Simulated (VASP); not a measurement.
# Pt (Fm-3m) in VASP: further runs, part 2 of 2

VASP 6.6.1. The steps go on from the part before.

## 4. Single point, PBE (volume scaled by 0.97)

INCAR

```
PREC = Accurate ; ENCUT = 520
EDIFF = 1E-6 ; ISMEAR = 0
SIGMA = 0.1 ; LREAL = F
LASPH = T ; NELM = 100
ALGO = Normal ; ISIF = 2
LWAVE = F ; LCHARG = F
GGA = PE ; NBANDS = 11
```

KPOINTS

```
Automatic mesh
0
Gamma
  18 18 18
```

POSCAR

```
Pt
1.0
    0.0000000000      1.9650045280      1.9650045280
    1.9650045280      0.0000000000      1.9650045280
    1.9650045280      1.9650045280      0.0000000000
Pt
1
Direct
    0.0000000000      0.0000000000      0.0000000000
```

Potentials or basis: VASP PAW PBE potentials, release 64 (Pt).

Run with:

```
> cat potpaw_PBE.64/Pt/POTCAR > POTCAR
> mpirun -np 1 vasp_std > vasp.out
```

OUTCAR:

```text
PREC = Accurate
   ENCUT = 520
   EDIFF = 1E-6
   ISMEAR = 0
   LREAL = F
   LASPH = T
   NELM = 100
   ISIF = 2
   GGA = PE

 ion  position               nearest neighbor table
   1  0.000  0.000  0.000-

  LATTYP: Found a face centered cubic cell.
 ALAT       =     3.9300090560

  Lattice vectors:

 A1 = (   0.0000000000,   1.9650045280,   1.9650045280)
 A2 = (   1.9650045280,   0.0000000000,   1.9650045280)
 A3 = (   1.9650045280,   1.9650045280,   0.0000000000)

Analysis of symmetry for initial positions (statically):
=====================================================================
 Subroutine PRICEL returns:
 Original cell was already a primitive cell.

 Routine SETGRP: Setting up the symmetry group for a
 face centered cubic supercell.

 Subroutine GETGRP returns: Found 48 space group operations
 (whereof 48 operations were pure point group operations)
 out of a pool of 48 trial point group operations.

The static configuration has the point symmetry O_h .

Analysis of symmetry for dynamics (positions and initial velocities):
=====================================================================
[... 160 lines left out ...]
 cond. band min:      11.1490358791   @ k =  -0.3333   0.3889   0.1111
 fundamental gap:      0.0015933385
 Fermi energy:        11.1479799935

 k-point     1 :       0.0000    0.0000    0.0000
  band No.  band energies     occupation
      1       0.9993      2.00000
      2       7.3949      2.00000
      3       7.3949      2.00000
      4       7.3949      2.00000
      5       9.5276      2.00000
      6       9.5276      2.00000
      7      25.8038      0.00000
      8      30.7348      0.00000
      9      30.7348      0.00000
     10      30.7348      0.00000
     11      36.0567      0.00000
[... 309 lines left out ...]
 k-point    24 :      -0.2222    0.0556    0.0000
  band No.  band energies     occupation
      1       3.0347      2.00000
      2       6.9088      2.00000
      3       7.7829      2.00000
      4       7.8497      2.00000
      5       9.3370      2.00000
      6      10.0108      2.00000
      7      24.8032      0.00000
      8      27.6800      0.00000
      9      32.1523      0.00000
     10      33.5784      0.00000
     11      34.8178      0.00000

 [... further k-points ...]
[... 5 lines left out ...]
  --------------------------------------------------------------------------------------
  -------------------------------------------------------------------------------------
  Total        0.7267682      0.7267682      0.7267682      0.0000000      0.0000000     -0.0000000
  in kB       76.7336475     76.7336475     76.7336475      0.0000000      0.0000000     -0.0000000
  external PRESSURE =      76.7336475 kB  Pullay stress =       0.0000000 kB

 VOLUME and BASIS-vectors are now :
 -----------------------------------------------------------------------------
  energy-cutoff  :      520.00
  volume of cell :       15.17
      direct lattice vectors                 reciprocal lattice vectors
     0.000000000  1.965004528  1.965004528    -0.254452340  0.254452340  0.254452340
     1.965004528  0.000000000  1.965004528     0.254452340 -0.254452340  0.254452340
     1.965004528  1.965004528  0.000000000     0.254452340  0.254452340 -0.254452340

 POSITION                                       TOTAL-FORCE (eV/Angst)
 -----------------------------------------------------------------------------------
      0.00000      0.00000      0.00000         0.000000      0.000000      0.000000
 -----------------------------------------------------------------------------------
    total drift:                               -0.000000      0.000000     -0.000000

  FREE ENERGIE OF THE ION-ELECTRON SYSTEM (eV)
  ---------------------------------------------------
  free  energy   TOTEN  =        -6.0895221351 eV

  energy  without entropy=       -6.0787535331  energy(sigma->0) =       -6.08413783
```

OSZICAR:

```text
N       E                     dE             d eps       ncg     rms          rms(c)
DAV:   1     0.395622840161E+02    0.39562E+02   -0.53081E+03  4362   0.842E+02
DAV:   2    -0.586400176711E+01   -0.45426E+02   -0.43807E+02  4937   0.176E+02
DAV:   3    -0.646623737425E+01   -0.60224E+00   -0.59831E+00  5004   0.193E+01
DAV:   4    -0.646869203793E+01   -0.24547E-02   -0.24545E-02  4932   0.146E+00
DAV:   5    -0.646871213173E+01   -0.20094E-04   -0.20093E-04  5056   0.121E-01    0.127E+01
DAV:   6    -0.613141900048E+01    0.33729E+00   -0.76572E-01  4629   0.698E+00    0.671E+00
DAV:   7    -0.609303007443E+01    0.38389E-01   -0.14347E-01  4944   0.294E+00    0.252E+00
DAV:   8    -0.608976268771E+01    0.32674E-02   -0.68157E-03  4665   0.711E-01    0.589E-01
DAV:   9    -0.608951916011E+01    0.24353E-03   -0.24656E-04  4794   0.136E-01    0.460E-02
DAV:  10    -0.608952228764E+01   -0.31275E-05   -0.54683E-06  5432   0.176E-02    0.587E-03
DAV:  11    -0.608952213514E+01    0.15250E-06   -0.32238E-08  2628   0.176E-03
   1 F= -.60895221E+01 E0= -.60841378E+01  d E =-.107686E-01
```

Run time: 44 s. Hardware: 1 thread of Intel Xeon 8259CL, shared host; peak memory 0.16 GiB.

Results:

| Quantity | Value |
| --- | --- |
| Free energy | -6.0895 eV |
| Pressure | 7.7 GPa |
| Band gap on the k mesh | zero (band 5 reaches 11.63 eV, above the bottom of band 6 at 9.42 eV) |

Caveat: spin-orbit coupling is left out, which moves the levels of the heavy elements.

## 5. Single point, PBE (volume scaled by 1.03)

INCAR

```
  PREC = Accurate
  ENCUT = 520
  EDIFF = 1E-7
  ISMEAR = 0
  SIGMA = 0.1
  LREAL = F
  LASPH = T
  NELM = 80
  ALGO = Fast
  ISIF = 2
  LWAVE = F
  LCHARG = T
  GGA = PE
  LELF = T
  LVHAR = T
  NBANDS = 11
```

KPOINTS

```
regular mesh
0
Gamma
  18 18 18
```

POSCAR

```
Pt
1.0
    0.0000000000      2.0047122874      2.0047122874
    2.0047122874      0.0000000000      2.0047122874
    2.0047122874      2.0047122874      0.0000000000
Pt
1
Direct
    0.0000000000      0.0000000000      0.0000000000
```

Potentials or basis: VASP PAW PBE potentials, release 64 (Pt).

Run with:

```
> cat potpaw_PBE.64/Pt/POTCAR > POTCAR
> mpirun -np 1 vasp_std > vasp.out
```

OUTCAR:

```text
PREC = Accurate
   ENCUT = 520
   EDIFF = 1E-7
   ISMEAR = 0
   LREAL = F
   LASPH = T
   NELM = 80
   ISIF = 2
   GGA = PE

 ion  position               nearest neighbor table
   1  0.000  0.000  0.000-

  LATTYP: Found a face centered cubic cell.
 ALAT       =     4.0094245748

  Lattice vectors:

 A1 = (   0.0000000000,   2.0047122874,   2.0047122874)
 A2 = (   2.0047122874,   0.0000000000,   2.0047122874)
 A3 = (   2.0047122874,   2.0047122874,   0.0000000000)

Analysis of symmetry for initial positions (statically):
=====================================================================
 Subroutine PRICEL returns:
 Original cell was already a primitive cell.

 Routine SETGRP: Setting up the symmetry group for a
 face centered cubic supercell.

 Subroutine GETGRP returns: Found 48 space group operations
 (whereof 48 operations were pure point group operations)
 out of a pool of 48 trial point group operations.

The static configuration has the point symmetry O_h .

Analysis of symmetry for dynamics (positions and initial velocities):
=====================================================================
[... 161 lines left out ...]
 cond. band min:      10.0409204613   @ k =   0.4444   0.1111   0.0000
 fundamental gap:      0.0082711834
 Fermi energy:        10.0342417369

 k-point     1 :       0.0000    0.0000    0.0000
  band No.  band energies     occupation
      1       0.5443      2.00000
      2       6.6343      2.00000
      3       6.6343      2.00000
      4       6.6343      2.00000
      5       8.5647      2.00000
      6       8.5647      2.00000
      7      24.8367      0.00000
      8      29.4308      0.00000
      9      29.4308      0.00000
     10      29.4308      0.00000
     11      34.5389      0.00000
[... 309 lines left out ...]
 k-point    24 :      -0.2222    0.0556    0.0000
  band No.  band energies     occupation
      1       2.4852      2.00000
      2       6.1978      2.00000
      3       6.9921      2.00000
      4       7.0522      2.00000
      5       8.4032      2.00000
      6       9.0089      2.00000
      7      23.3299      0.00000
      8      26.4414      0.00000
      9      30.3991      0.00000
     10      32.0089      0.00000
     11      33.1572      0.00000

 [... further k-points ...]
[... 5 lines left out ...]
  --------------------------------------------------------------------------------------
  -------------------------------------------------------------------------------------
  Total       -0.7247731     -0.7247731     -0.7247731      0.0000000      0.0000000     -0.0000000
  in kB      -72.0653530    -72.0653530    -72.0653530      0.0000000      0.0000000     -0.0000000
  external PRESSURE =     -72.0653530 kB  Pullay stress =       0.0000000 kB

 VOLUME and BASIS-vectors are now :
 -----------------------------------------------------------------------------
  energy-cutoff  :      520.00
  volume of cell :       16.11
      direct lattice vectors                 reciprocal lattice vectors
     0.000000000  2.004712287  2.004712287    -0.249412349  0.249412349  0.249412349
     2.004712287  0.000000000  2.004712287     0.249412349 -0.249412349  0.249412349
     2.004712287  2.004712287  0.000000000     0.249412349  0.249412349 -0.249412349

 POSITION                                       TOTAL-FORCE (eV/Angst)
 -----------------------------------------------------------------------------------
      0.00000      0.00000      0.00000        -0.000000      0.000000      0.000000
 -----------------------------------------------------------------------------------
    total drift:                               -0.000000     -0.000000     -0.000000

  FREE ENERGIE OF THE ION-ELECTRON SYSTEM (eV)
  ---------------------------------------------------
  free  energy   TOTEN  =        -6.0888303909 eV

  energy  without entropy=       -6.0770600274  energy(sigma->0) =       -6.08294521
```

Run time: 65 s. Hardware: 1 thread of Intel Xeon 8259CL, shared host; peak memory 0.17 GiB.

Results:

```yaml
Free_energy: -6.0888 eV
Pressure: -7.2 GPa
Band_gap_on_the_k_mesh: zero (band 5 reaches 10.46 eV, above the bottom of band 6 at 8.48 eV)
```

Levels at points of the mesh, in eV from the Fermi level:
```csv
k point,band 3,band 4,band 5,band 6,band 7,band 8
"(0.00, 0.00, 0.00)",-3.40,-3.40,-1.47,-1.47,14.80,19.40
"(0.50, 0.00, 0.00)",-3.45,-0.20,0.02,0.02,5.35,14.35
"(0.50, 0.50, 0.00)",-0.01,0.43,0.43,1.91,8.19,11.18
```

Caveat: spin-orbit coupling is left out, which moves the levels of the heavy elements.

## 6. Single point, PBE (volume scaled by 1.10)

INCAR

```
PREC = Accurate
ENCUT = 520
EDIFF = 1E-6
ISMEAR = 0
SIGMA = 0.1
LREAL = F
LASPH = T
NELM = 80
ALGO = Fast
ISIF = 2
LWAVE = F
LCHARG = F
GGA = PE
NBANDS = 11
```

KPOINTS

```
Automatic mesh
0
Gamma
  18 18 18
```

POSCAR

```
Pt
1.0
    0.0000000000      2.0491348481      2.0491348481
    2.0491348481      0.0000000000      2.0491348481
    2.0491348481      2.0491348481      0.0000000000
Pt
1
Direct
    0.0000000000      0.0000000000      0.0000000000
```

Potentials or basis: VASP PAW PBE potentials, release 64 (Pt).

Run with:

```
> cat potpaw_PBE.64/Pt/POTCAR > POTCAR
> mpirun -np 1 vasp_std > vasp.out
```

Run time: 53 s. Hardware: 1 thread of Intel Xeon 8259CL, shared host; peak memory 0.17 GiB.

Results (log left out):

* Free energy: -5.9988 eV
* Pressure: -18.4 GPa
* Band gap on the k mesh: zero (band 5 reaches 9.27 eV, above the bottom of band 6 at 7.51 eV)

Levels at points of the mesh, in eV from the Fermi level:
| k point | band 2 | band 3 | band 4 | band 5 | band 6 | band 7 | band 8 | band 9 |
| --- | --- | --- | --- | --- | --- | --- | --- | --- |
| (0.00, 0.00, 0.00) | -3.05 | -3.05 | -3.05 | -1.32 | -1.32 | 14.91 | 19.14 | 19.14 |
| (0.50, 0.00, 0.00) | -3.09 | -3.09 | 0.01 | 0.01 | 0.06 | 4.91 | 14.44 | 18.03 |
| (0.50, 0.50, 0.00) | -5.35 | -0.02 | 0.37 | 0.37 | 2.04 | 7.55 | 10.97 | 10.97 |

Caveat: spin-orbit coupling is left out, which moves the levels of the heavy elements.

## 7. Summary

```csv
cell,gap on the mesh (eV),pressure (GPa)
"a = 2.720 Å, angles 60.0°, 1 atom",none,29.6
"a = 2.750 Å, angles 60.0°, 1 atom",none,17.6
"a = 2.779 Å, angles 60.0°, 1 atom",none,7.7
"a = 2.835 Å, angles 60.0°, 1 atom",none,-7.2
"a = 2.898 Å, angles 60.0°, 1 atom",none,-18.4
```

Alike in all rows: task single point; level PBE; potentials or basis VASP PAW PBE potentials, release 64 (Pt); no spin polarisation; k mesh 18 × 18 × 18; cutoff (eV) 520; smearing gaussian 0.1 eV.

Caveats: spin-orbit coupling is left out, which moves the levels of the heavy elements.

Absolute energies hang on the potentials; compare differences alone.
